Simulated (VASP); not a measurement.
## TaTeI2: relaxation of cell and atoms with PBE

Crystal: TaTeI2.

```
Ta Te I
1.0
     4.35864    0.00000    0.00000
     0.00000    5.27420    0.00000
     0.00000    0.00000    6.40163
Ta Te I
1 1 2
Direct
  0.50000 0.50000 0.00000
  0.00000 0.00000 0.00000
  0.00000 0.50000 0.72043
  0.00000 0.50000 0.27957
```

The cell was generated, and may not be a known phase.

| Quantity | Value |
| --- | --- |
| Program | VASP 6.6.1 |
| Task | relaxation of cell and atoms |
| Functional | PBE |
| Potentials or basis | VASP PAW PBE potentials, release 64 (Ta_pv, Te, I) |
| Cutoff | 600 eV |
| k mesh | 4 × 4 × 4 |
| Occupations | gaussian, width 0.1 eV |
| Spin | no spin polarisation |
| Dipole correction | no |
| Further INCAR settings | ALGO = Normal; EDIFF = 1e-07; IBRION = 2; EDIFFG = -0.04; NSW = 90; ISIF = 3 |

```yaml
Relaxed_volume: 39.23 Å³/atom
Relaxed_cell: a = 3.466 Å, b = 4.831 Å, c = 9.370 Å, α = 90.00°, β = 90.00°, γ = 90.00°
Space_group_after_relaxing_to_0.1_Å: Pmmm (No. 47)
Energy_gained_by_relaxing: 850.2 meV/atom
Ionic_steps: 17
Pressure_after_relaxing: 0.0 GPa
Largest_force_after_relaxing: 0.015 eV/Å
Band_gap_on_the_k_mesh: zero (an odd number of electrons rules out a gap without spin polarisation)
```

Forces in eV/Å, atoms in the order of the input:
```
Ta   0.000  0.000  0.000
Te   0.000  0.000  0.000
I    0.000  0.000 -0.015
I    0.000  0.000  0.015
```

The path:
| step | energy change (eV) | largest force (eV/Å) | pressure (GPa) | volume (Å³) |
| --- | --- | --- | --- | --- |
| 1 | 0.0000 | 1.6243 | 4.25 | 147.16 |
| 2 | -2.2621 | 0.1652 | -1.66 | 166.27 |
| 3 | -2.7420 | 0.1153 | -2.95 | 174.93 |
| 4 | -2.8362 | 0.9441 | -3.26 | 188.85 |
| 5 | -2.9146 | 0.4533 | -3.33 | 181.60 |
| 6 | -3.0686 | 0.8348 | 2.84 | 158.10 |
| 7 | -3.1563 | 0.2934 | 0.06 | 166.28 |
| 8 | -3.2974 | 0.2773 | 0.16 | 161.77 |
| 9 | -3.3726 | 0.3496 | 0.57 | 157.15 |
| 10 | -3.2090 | 0.5026 | 3.14 | 146.97 |
| 11 | -3.3813 | 0.3762 | 0.82 | 155.46 |
| 12 | -3.3813 | 0.3875 | 0.94 | 154.79 |
| 13 | -3.3755 | 0.3527 | -1.17 | 160.37 |
| 14 | -3.4003 | 0.0142 | -0.13 | 157.34 |
| 15 | -3.4003 | 0.0210 | -0.11 | 157.29 |
| 16 | -3.4005 | 0.0086 | 0.12 | 156.59 |
| 17 | -3.4010 | 0.0145 | 0.01 | 156.91 |

Final structure:
```
CELL_PARAMETERS angstrom
3.46604 0.00000 0.00000
0.00000 4.83147 0.00000
0.00000 0.00000 9.37020
ATOMIC_POSITIONS crystal
Ta 0.50000 0.50000 0.00000
Te 0.00000 0.00000 0.00000
I 0.00000 0.50000 0.74316
I 0.00000 0.50000 0.25684
```

Levels at points of the mesh, in eV from the Fermi level:
| k point | band 12 | band 13 | band 14 | band 15 | band 16 | band 17 | band 18 | band 19 |
| --- | --- | --- | --- | --- | --- | --- | --- | --- |
| (0.00, 0.00, 0.00) | -1.71 | -1.35 | -1.27 | -0.80 | 0.28 | 0.64 | 0.81 | 1.39 |
| (0.50, 0.00, 0.00) | -2.99 | -2.00 | -1.18 | -0.49 | -0.11 | 1.19 | 2.56 | 2.88 |
| (0.00, 0.50, 0.00) | -1.67 | -1.67 | -1.16 | -0.64 | -0.50 | 1.60 | 2.30 | 2.36 |
| (0.50, 0.50, 0.00) | -3.64 | -2.13 | -0.78 | -0.65 | -0.55 | 0.54 | 0.63 | 1.28 |
| (0.00, 0.00, 0.50) | -1.57 | -1.50 | -1.29 | -0.78 | 0.28 | 0.59 | 0.82 | 1.40 |
| (0.50, 0.00, 0.50) | -2.68 | -2.04 | -1.13 | -0.54 | -0.11 | 1.42 | 2.36 | 2.58 |
| (0.00, 0.50, 0.50) | -1.68 | -1.67 | -1.12 | -0.80 | -0.47 | 1.60 | 2.27 | 2.96 |
| (0.50, 0.50, 0.50) | -3.66 | -2.07 | -0.77 | -0.65 | -0.23 | 0.45 | 0.63 | 1.48 |

It took 14 min on 1 thread of Oxide Virtual Turin-like Processor, on a shared host, peak memory 0.32 GiB.

Caveat: the k points lie up to 0.45 Å⁻¹ apart in the final cell, too coarse for converged energies and pressures of a metal; a cell axis changed by over 15 % at a fixed basis, so the end point is rough; spin-orbit coupling is left out, which moves the levels of the heavy elements; this functional lacks dispersion, which binds layers or chains, so the pressure and a relaxed spacing across them are unreliable; an odd number of electrons without spin polarisation forces a metal; a magnetic or distorted state may lie lower.
